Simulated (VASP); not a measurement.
Input of a VASP 6.6.1 run:

The input INCAR:

```
PREC = Accurate
ENCUT = 520
EDIFF = 1E-6
ISMEAR = -1
SIGMA = 0.1
LREAL = F
LASPH = T
NELM = 60
ALGO = Normal
ISIF = 2
LWAVE = F
LCHARG = F
GGA = RE
NBANDS = 14
```

Contents of KPOINTS:

```
Automatic mesh
0
Gamma
  14 14 4
```

The input POSCAR:

```
Al
1.0
    2.8969361070      0.0000000000      0.0000000000
   -1.4484680535      2.5088202618      0.0000000000
    0.0000000000      0.0000000000      9.6140410146
Al
4
Direct
    0.0000000000      0.0000000000      0.0000000000
    0.0000000000      0.0000000000      0.5000000000
    0.3333333333      0.6666666667      0.2500000000
    0.6666666667      0.3333333333      0.7500000000
```

Potentials or basis: VASP PAW PBE potentials, release 64 (Al).

Command:

```sh
$ cat potpaw_PBE.64/Al/POTCAR > POTCAR
$ mpirun -np 1 vasp_std > vasp.out
```

Q: Predict the band gap on the k mesh.

A: Zero (band 6 reaches 11.07 eV, above the bottom of band 7 at 5.75 eV).

Q: Predict the pressure.

A: -2.8 GPa.

Stress tensor (GPa, compression positive):
```
-3.02  0.00  0.00
 0.00 -3.02  0.00
 0.00  0.00 -2.50
```

Caveat: the PAW data sets were made with another functional, which shifts forces and pressure a little.
